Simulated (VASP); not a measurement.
A run of VASP 6.6.1 is set up as follows.

INCAR

```
ALGO     = Normal         # electronic algorithm
EDIFF    = 1E-7           # SCF threshold, eV
EDIFFG   = -0.04          # ionic threshold
ENCUT    = 600            # plane-wave cutoff, eV
GGA      = PE             # functional
IBRION   = 2              # ionic algorithm
ISIF     = 3              # what is computed and relaxed
ISMEAR   = 0              # smearing method
LASPH    = True           # aspherical terms in the spheres
LCHARG   = False          # write CHGCAR
LREAL    = False          # projectors in reciprocal space
LWAVE    = False          # write WAVECAR
NELM     = 100            # most SCF steps
NSW      = 90             # ionic steps
PREC     = Accurate       # precision mode
SIGMA    = 0.1            # smearing width, eV
```

KPOINTS

```
k-points
0
Gamma
  4 4 6
```

Contents of POSCAR:

```
GaAg2P
1.0
    4.9775210847      0.0000000000      0.0000000000
    0.0000000000      4.9775210847      0.0000000000
    0.0000000000      0.0000000000      3.1002291731
Ga Ag P
1 2 1
Direct
    0.0000000000      0.0000000000      0.0000000000
    0.5000000000      0.0000000000      0.5000000000
    0.0000000000      0.5000000000      0.5000000000
    0.5000000000      0.5000000000      0.5000000000
```

Potentials or basis: VASP PAW PBE potentials, release 64 (Ga_d, Ag, P).

The run is started by

```console
$ cat potpaw_PBE.64/Ga_d/POTCAR potpaw_PBE.64/Ag/POTCAR potpaw_PBE.64/P/POTCAR > POTCAR
$ mpirun -np 1 vasp_std > vasp.out
```

Task: Estimate the relaxed volume.

Result: 18.38 Å³/atom.

Task: What does it give for the relaxed cell?

Result: a = 5.163 Å, b = 5.163 Å, c = 2.758 Å, α = 90.00°, β = 90.00°, γ = 90.00°.

Task: Estimate the space group after relaxing (to 0.1 Å).

Result: P4/mmm (No. 123).

Task: Estimate the band gap on the k mesh.

Result: Zero (bands 20 and 21 overlap by 3.74 eV).

The path:
| step | energy change (eV) | largest force (eV/Å) | pressure (GPa) | volume (Å³) |
| --- | --- | --- | --- | --- |
| 1 | 0.0000 | 0.0000 | 0.19 | 76.81 |
| 2 | -0.0930 | 0.0000 | -1.22 | 77.02 |
| 3 | -0.2251 | 0.0000 | -2.61 | 77.22 |
| 4 | -0.1758 | 0.0000 | -2.40 | 76.98 |
| 5 | -0.2563 | 0.0000 | -3.15 | 77.23 |
| 6 | -0.2883 | 0.0000 | -1.14 | 74.60 |
| 7 | -0.2883 | 0.0000 | -1.07 | 74.52 |
| 8 | -0.2954 | 0.0000 | -0.44 | 73.91 |
| 9 | -0.2966 | 0.0000 | 0.03 | 73.50 |
